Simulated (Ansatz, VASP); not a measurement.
# Two plane-wave programs on LiH

```xyz
2
Lattice="0.0000 2.1138 2.0325 2.0325 0.0000 2.0325 2.0325 2.1138 0.0000" Properties=species:S:1:pos:R:3 pbc="T T T"
Li    0.0000    0.0000    0.0000
H     2.0325    2.1138    2.0325
```

Change from the starting cell: strain +0.0400 x Voigt [0, 1, 0, 0, 0, 0], atoms carried along.

Alike in both runs: task single point; functional PBE; k mesh 10 × 10 × 10; occupations gaussian, width 0.05 eV; no spin polarisation.

```csv
,VASP,Ansatz
version,VASP 6.6.1,Ansatz 0.2.0
potentials or method,"VASP PAW PBE potentials, release 64 (Li_sv, H), cutoff 750 eV","scalar-relativistic, plane waves, PAW"
valence electrons in the cell,4,4
```

|  | VASP | Ansatz | Ansatz less VASP |
| --- | --- | --- | --- |
| gap on the k mesh at the Fermi level (eV) | 2.62 | 2.62 | +0.005 |
| least direct gap on the mesh (eV) | 2.92 | 2.92 | +0.005 |
| pressure (GPa) | -2.7 | -2.5 | +0.16 |
| traceless stress, the component that is largest in VASP (GPa) | -1.28 | -1.28 | +0.001 |
